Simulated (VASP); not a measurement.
CsSrF3: single point with LDA

Crystal: CsSrF3.

```
Cs Sr F
1.0
     4.76325    0.00000    0.00000
     0.00000    4.76325    0.00000
     0.00000    0.00000    4.76325
Cs Sr F
1 1 3
Direct
  0.00000 0.00000 0.00000
  0.50000 0.50000 0.50000
  0.00000 0.50000 0.50000
  0.50000 0.00000 0.50000
  0.50000 0.50000 0.00000
```

| Item | Value |
| --- | --- |
| Program | VASP 6.6.1 |
| Task | single point |
| Functional | LDA |
| Potentials or basis | VASP PAW LDA potentials, release 64 (Cs_sv, Sr_sv, F) |
| Cutoff | 520 eV |
| k mesh | 4 × 4 × 4 |
| Occupations | gaussian, width 0.01 eV |
| Spin | no spin polarisation |
| Dipole correction | no |
| Further INCAR settings | ALGO = Normal; EDIFF = 1e-07; NBANDS = 28 |

The pressure is -3.0 GPa and the band gap on the k mesh is 6.03 eV, direct.

Levels at points of the mesh, in eV from the valence-band top:
```csv
k point,band 18,band 19,band 20,band 21,band 22,band 23
"(0.00, 0.00, 0.00)",0.00,0.00,0.00,6.03,7.56,7.56
"(0.50, 0.00, 0.00)",-0.42,-0.02,-0.02,7.71,8.39,9.04
"(0.50, 0.50, 0.00)",-0.25,-0.04,-0.04,8.03,8.46,8.88
"(0.50, 0.50, 0.50)",-0.03,-0.03,-0.03,8.35,8.35,8.35
```

Wall time 15 s on 1 thread of Intel(R) Xeon(R) Platinum 8488C (Sapphire Rapids), with other jobs on the host, peak memory 0.18 GiB.

Caveat: spin-orbit coupling is left out, which moves the levels of the heavy elements. LDA gaps usually lie below the measured ones, often by a third to a half.
